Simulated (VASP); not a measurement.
# CsBr (CsCl type) (Pm-3m) in VASP: further runs

The runs below take CsBr (CsCl type) through single point, with PBE.

Everything below comes from runs of VASP 6.6.1. Logs are shortened: lines on timing, memory, paths and dates and some standing lists are left out, and cuts for length are marked.

**1. The cell of the first run**

It takes space group Pm-3m (No. 221, cubic). Conventional cell: a = 4.388 Å, b = 4.388 Å, c = 4.388 Å, α = 90.00°, β = 90.00°, γ = 90.00°. Within 5.0 Å of Cs (site symmetry m-3m) lie 8 Br at 3.80 Å and 6 Cs at 4.39 Å. Within 5.0 Å of Br (site symmetry m-3m) lie 8 Cs at 3.80 Å and 6 Br at 4.39 Å.

**2. Single point, PBE**

INCAR reads:

```
SYSTEM = CsBr
ALGO     = Normal         ! electronic algorithm
EDIFF    = 1E-6           ! SCF threshold, eV
ENCUT    = 500            ! plane-wave cutoff, eV
GGA      = PE             ! functional
GGA_COMPAT= .FALSE.      
ISIF     = 2              ! what is computed and relaxed
ISMEAR   = -1             ! smearing method
LASPH    = .TRUE.         ! aspherical terms in the spheres
LCHARG   = .TRUE.         ! write CHGCAR
LELF     = .TRUE.         ! ELF
LREAL    = .FALSE.        ! projectors in reciprocal space
LVHAR    = .TRUE.       
LWAVE    = .FALSE.        ! write WAVECAR
NBANDS   = 15             ! bands
NELM     = 120            ! most SCF steps
PREC     = Accurate       ! precision mode
SIGMA    = 0.1            ! smearing width, eV
```

KPOINTS reads:

```
k-points
0
G
  11 11 11
  0 0 0
```

POSCAR reads:

```
CsBr
1.0
    4.3882232698      0.0000000000      0.0000000000
    0.0000000000      4.3882232698      0.0000000000
    0.0000000000      0.0000000000      4.3882232698
Cs Br
1 1
Direct
    0.0000000000      0.0000000000      0.0000000000
    0.5000000000      0.5000000000      0.5000000000
```

Potentials or basis: VASP PAW PBE potentials, release 64 (Cs_sv, Br).

Command:

```console
cat potpaw_PBE.64/Cs_sv/POTCAR potpaw_PBE.64/Br/POTCAR > POTCAR
mpirun -np 1 vasp_std > vasp.out
```

OUTCAR:

```text
SYSTEM = CsBr
   EDIFF = 1E-6
   ENCUT = 500
   GGA = PE
   ISIF = 2
   ISMEAR = -1
   LASPH = .TRUE.
   LREAL = .FALSE.
   NELM = 120
   PREC = Accurate

 ion  position               nearest neighbor table
   1  0.000  0.000  0.000-
   2  0.500  0.500  0.500-

  LATTYP: Found a simple cubic cell.
 ALAT       =     4.3882232698

  Lattice vectors:

 A1 = (   4.3882232698,   0.0000000000,   0.0000000000)
 A2 = (   0.0000000000,   4.3882232698,   0.0000000000)
 A3 = (   0.0000000000,   0.0000000000,   4.3882232698)

Analysis of symmetry for initial positions (statically):
=====================================================================
 Subroutine PRICEL returns:
 Original cell was already a primitive cell.

 Routine SETGRP: Setting up the symmetry group for a
 simple cubic supercell.

 Subroutine GETGRP returns: Found 48 space group operations
 (whereof 48 operations were pure point group operations)
 out of a pool of 48 trial point group operations.

The static configuration has the point symmetry O_h .

Analysis of symmetry for dynamics (positions and initial velocities):
=====================================================================
 Subroutine PRICEL returns:
 Original cell was already a primitive cell.

 Routine SETGRP: Setting up the symmetry group for a
 simple cubic supercell.

 Subroutine GETGRP returns: Found 48 space group operations
 (whereof 48 operations were pure point group operations)
 out of a pool of 48 trial point group operations.

The dynamic configuration has the point symmetry O_h .

 Subroutine INISYM returns: Found 48 space group operations
 (whereof 48 operations are pure point group operations),
 and found     1 'primitive' translations

----------------------------------------------------------------------------------------

                                     Primitive cell

  volume of cell :      84.5018

  direct lattice vectors                    reciprocal lattice vectors
     4.388223270  0.000000000  0.000000000     0.227882662  0.000000000  0.000000000
     0.000000000  4.388223270  0.000000000     0.000000000  0.227882662  0.000000000
     0.000000000  0.000000000  4.388223270     0.000000000  0.000000000  0.227882662

  length of vectors
     4.388223270  4.388223270  4.388223270     0.227882662  0.227882662  0.227882662

  position of ions in fractional coordinates (direct lattice)
     0.000000000  0.000000000  0.000000000
     0.500000000  0.500000000  0.500000000

  ion indices of the primitive-cell ions
   primitive index   ion index
                 1           1
                 2           2

----------------------------------------------------------------------------------------

 KPOINTS: k-points

Automatic generation of k-mesh.
 Grid dimensions read from file:
 generate k-points for:   11   11   11

 Generating k-lattice:

  Cartesian coordinates                     Fractional coordinates (reciprocal lattice)
     0.020716606  0.000000000  0.000000000     0.090909091  0.000000000  0.000000000
     0.000000000  0.020716606  0.000000000     0.000000000  0.090909091  0.000000000
     0.000000000  0.000000000  0.020716606     0.000000000  0.000000000  0.090909091

  Length of vectors
     0.020716606  0.020716606  0.020716606

  Shift w.r.t. Gamma in fractional coordinates (k-lattice)
     0.000000000  0.000000000  0.000000000

 Subroutine IBZKPT returns following result:
 ===========================================

 Found     56 irreducible k-points:

 Following reciprocal coordinates:
            Coordinates               Weight
  0.000000  0.000000  0.000000      1.000000
  0.090909  0.000000  0.000000      6.000000
  0.181818  0.000000  0.000000      6.000000
  0.272727  0.000000  0.000000      6.000000
  0.363636  0.000000  0.000000      6.000000
  0.454545  0.000000  0.000000      6.000000
[... 16 lines left out ...]
  0.181818  0.090909  0.090909     24.000000
  0.272727  0.090909  0.090909     24.000000
 [... further k-points ...]
   k-points           NKPTS =     56   k-points in BZ     NKDIM =     56   number of bands    NBANDS=     15
   number of dos      NEDOS =    301   number of ions     NIONS =      2
   total plane-waves  NPLWV =  32768
   dimension x,y,z NGX =    32 NGY =   32 NGZ =   32
   dimension x,y,z NGXF=    64 NGYF=   64 NGZF=   64
   ions per type =               1   1
   NGX,Y,Z   is equivalent  to a cutoff of  12.12, 12.12, 12.12 a.u.
   NGXF,Y,Z  is equivalent  to a cutoff of  24.25, 24.25, 24.25 a.u.
 SYSTEM =  CsBr
   PREC   = accura    normal or accurate (medium, high low for compatibility)
   ISTART =      0    job   : 0-new  1-cont  2-samecut
   ICHARG =      2    charge: 1-file 2-atom 10-const
   ISPIN  =      1    spin polarized calculation?
   LNONCOLLINEAR =      F non collinear calculations
   LSORBIT =      F    spin-orbit coupling
   LASPH  =      T    aspherical Exc in radial PAW
   ENCUT  =  500.0 eV  36.75 Ry    6.06 a.u.   8.00  8.00  8.00*2*pi/ulx,y,z
   NELM   =    120;   NELMIN=  2; NELMDL= -5     # of ELM steps
   EDIFF  = 0.1E-05   stopping-criterion for ELM
   LREAL  =      F    real-space projection
   EDIFFG = 0.1E-04   stopping-criterion for IOM
   NSW    =      0    number of steps for IOM
   IBRION =     -1    ionic relax: 0-MD 1-quasi-New 2-CG
   NFREE  =      0    steps in history (QN), initial steepest desc. (CG)
   ISIF   =      2    stress and relaxation
   ISYM   =      2    0-nonsym 1-usesym 2-fastsym
   POTIM  = 0.5000    time-step for ionic-motion
   TEBEG  =    0.0;   TEEND  =   0.0 temperature during run
   PSTRESS=    0.0 pullay stress
   NELECT =      16.0000    total number of electrons
   NUPDOWN=      -1.0000    fix difference up-down
   EMIN   =  10.00;   EMAX   =-10.00  energy-range for DOS
   EFERMI =   0.00;   METHOD = LEGACY
   ISMEAR =    -1;   SIGMA  =   0.10  broadening in eV -4-tet -1-fermi 0-gaus
   EFERMI_NEDOS =   21; number of points for ismear=-14 and -15
   IALGO  =     38    algorithm
   IMIX   =      4    mixing-type and parameters
     AMIX     =   0.40;   BMIX     =  1.00
     AMIX_MAG =   1.60;   BMIX_MAG =  1.00
  volume/ion in A,a.u.               =      42.25       285.12
  Fermi-wavevector in a.u.,A,eV,Ry     =   0.940068  1.776472 12.023857  0.883729
  Thomas-Fermi vector in A             =   2.067443
   LORBIT       =      0    0 simple, 1 ext, 2 COOP (PROOUT), +10 PAW based schemes
   GGA     = PE    functional components
   LHFCALC =     F    Hartree Fock is set to
   AEXX    =    0.0000 exact exchange contribution
   IVDW    =     0    specifies the selected vdW correction
   LEPSILON=     F    determine dielectric tensor
   LRPA    =     F    only Hartree local field effects (RPA)
 non-spin polarized calculation
  energy-cutoff  :      500.00
  volume of cell :       84.50
 maximum number of plane-waves:      2200
   NGX = 17   NGY = 17   NGZ = 17

 number of electron      16.0000003 magnetization

 Free energy of the ion-electron system (eV)
  ---------------------------------------------------
  ext. energy  EPLUGINS =         0.00000000
  ---------------------------------------------------
  free energy    TOTEN  =        -6.02429957 eV

  energy without entropy =       -6.02429957  energy(sigma->0) =       -6.02429957

 E-fermi :   1.6749     XC(G=0):  -7.7640

 val. band max:       -0.6313208587   @ k =   0.4545   0.4545   0.0000
 cond. band min:       3.6227780786   @ k =   0.0000   0.0000   0.0000
 fundamental gap:      4.2540989373
 Fermi energy:         1.6749417620

 k-point     1 :       0.0000    0.0000    0.0000
  band No.  band energies     occupation
      1     -20.5197      2.00000
      2     -12.9176      2.00000
      3      -7.1402      2.00000
      4      -7.1402      2.00000
      5      -7.1402      2.00000
      6      -0.6470      2.00000
      7      -0.6470      2.00000
      8      -0.6470      2.00000
      9       3.6228      0.00000
     10       4.3417      0.00000
     11       4.3417      0.00000
     12       8.2612      0.00000
     13       8.2612      0.00000
     14       8.2612      0.00000
     15      11.1882      0.00000

 k-point     2 :       0.0909    0.0000    0.0000
  band No.  band energies     occupation
      1     -20.5166      2.00000
      2     -12.9177      2.00000
      3      -7.1695      2.00000
      4      -7.1339      2.00000
      5      -7.1339      2.00000
      6      -0.7698      2.00000
      7      -0.6591      2.00000
      8      -0.6591      2.00000
      9       3.8169      0.00000
     10       4.3917      0.00000
     11       4.5114      0.00000
     12       8.2093      0.00000
     13       8.2093      0.00000
     14       8.3003      0.00000
     15      10.6699      0.00000

 k-point     3 :       0.1818    0.0000    0.0000
  band No.  band energies     occupation
      1     -20.5083      2.00000
      2     -12.9182      2.00000
      3      -7.2456      2.00000
      4      -7.1170      2.00000
      5      -7.1170      2.00000
      6      -1.0629      2.00000
      7      -0.6918      2.00000
      8      -0.6918      2.00000
      9       4.3277      0.00000
     10       4.5377      0.00000
     11       4.9806      0.00000
     12       8.0980      0.00000
     13       8.0980      0.00000
     14       8.4121      0.00000
     15       9.7648      0.00000
[... 343 lines left out ...]
 k-point    23 :       0.1818    0.0909    0.0909
  band No.  band energies     occupation
      1     -20.5024      2.00000
      2     -12.9139      2.00000
      3      -7.2529      2.00000
      4      -7.1562      2.00000
      5      -7.1274      2.00000
      6      -1.0871      2.00000
      7      -0.7591      2.00000
      8      -0.7578      2.00000
      9       4.5676      0.00000
     10       4.7958      0.00000
     11       5.1265      0.00000
     12       7.7769      0.00000
     13       7.8246      0.00000
     14       8.5627      0.00000
     15      10.1591      0.00000

 k-point    24 :       0.2727    0.0909    0.0909
  band No.  band energies     occupation
      1     -20.4917      2.00000
      2     -12.9110      2.00000
      3      -7.3525      2.00000
      4      -7.1324      2.00000
      5      -7.1212      2.00000
      6      -1.3568      2.00000
      7      -0.8066      2.00000
      8      -0.7689      2.00000
      9       4.9952      0.00000
     10       5.1178      0.00000
     11       5.7690      0.00000
     12       7.6543      0.00000
     13       7.6799      0.00000
     14       8.4208      0.00000
     15       9.4778      0.00000

 [... further k-points ...]

------------------------ aborting loop because EDIFF is reached ----------------------------------------

  FORCE on cell =-STRESS in cart. coord.  units (eV):
  Direction    XX          YY          ZZ          XY          YZ          ZX
  --------------------------------------------------------------------------------------
  -------------------------------------------------------------------------------------
  Total        0.0263622      0.0263622      0.0263622      0.0000000      0.0000000      0.0000000
  in kB        0.4998352      0.4998352      0.4998352      0.0000000      0.0000000      0.0000000
  external PRESSURE =       0.4998352 kB  Pullay stress =       0.0000000 kB

 VOLUME and BASIS-vectors are now :
 -----------------------------------------------------------------------------
  energy-cutoff  :      500.00
  volume of cell :       84.50
      direct lattice vectors                 reciprocal lattice vectors
     4.388223270  0.000000000  0.000000000     0.227882662  0.000000000  0.000000000
     0.000000000  4.388223270  0.000000000     0.000000000  0.227882662  0.000000000
     0.000000000  0.000000000  4.388223270     0.000000000  0.000000000  0.227882662

 POSITION                                       TOTAL-FORCE (eV/Angst)
 -----------------------------------------------------------------------------------
      0.00000      0.00000      0.00000         0.000000      0.000000      0.000000
      2.19411      2.19411      2.19411         0.000000      0.000000      0.000000
 -----------------------------------------------------------------------------------
    total drift:                                0.000000      0.000000     -0.000000

  FREE ENERGIE OF THE ION-ELECTRON SYSTEM (eV)
  ---------------------------------------------------
  free  energy   TOTEN  =        -6.0242995653 eV

  energy  without entropy=       -6.0242995651  energy(sigma->0) =       -6.02429957
```

Run time: 38 s. Hardware: 1 thread of AMD EPYC 7R13 (Zen 3), shared host; peak memory 0.18 GiB.

What came out:

```yaml
Free_energy: -6.0243 eV
Pressure: 0.0 GPa
Band_gap_on_the_k_mesh: 4.25 eV (least direct gap 4.27 eV)
```

Levels at points of the mesh, in eV from the valence-band top:
| k point | band 4 | band 5 | band 6 | band 7 | band 8 | band 9 | band 10 | band 11 | band 12 | band 13 |
| --- | --- | --- | --- | --- | --- | --- | --- | --- | --- | --- |
| (0.00, 0.00, 0.00) | -6.51 | -6.51 | -0.02 | -0.02 | -0.02 | 4.25 | 4.97 | 4.97 | 8.89 | 8.89 |

Caveat: spin-orbit coupling is left out, which moves the levels of the heavy elements; an odd mesh through Γ misses points on the zone boundary, where band edges can lie.

**3. Single point, PBE**

INCAR reads:

```
  PREC = Accurate
  ENCUT = 500
  EDIFF = 1E-6
  ISMEAR = -1
  SIGMA = 0.1
  LREAL = F
  LASPH = T
  NELM = 120
  ALGO = Normal
  ISIF = 2
  LWAVE = F
  LCHARG = F
  GGA = PE
  NBANDS = 15
  GGA_COMPAT = F
```

KPOINTS reads:

```
Automatic mesh
0
Gamma
  11 11 11
```

POSCAR is that of step 2.

Potentials or basis: VASP PAW PBE potentials, release 64 (Cs_sv, Br).

Command:

```console
cat potpaw_PBE.64/Cs_sv/POTCAR potpaw_PBE.64/Br/POTCAR > POTCAR
mpirun -np 1 vasp_std > vasp.out
```

Run time: 36 s. Hardware: 1 thread of AMD EPYC 7R13 (Zen 3), shared host; peak memory 0.18 GiB.

The run converged. Its results:

```
Free energy            : -6.0243 eV
Pressure               : 0.0 GPa
Band gap on the k mesh : 4.25 eV (least direct gap 4.27 eV)
```

Levels at points of the mesh, in eV from the valence-band top:
| k point | band 5 | band 6 | band 7 | band 8 | band 9 | band 10 | band 11 | band 12 |
| --- | --- | --- | --- | --- | --- | --- | --- | --- |
| (0.00, 0.00, 0.00) | -6.51 | -0.02 | -0.02 | -0.02 | 4.25 | 4.97 | 4.97 | 8.89 |

Caveat: spin-orbit coupling is left out, which moves the levels of the heavy elements; an odd mesh through Γ misses points on the zone boundary, where band edges can lie.
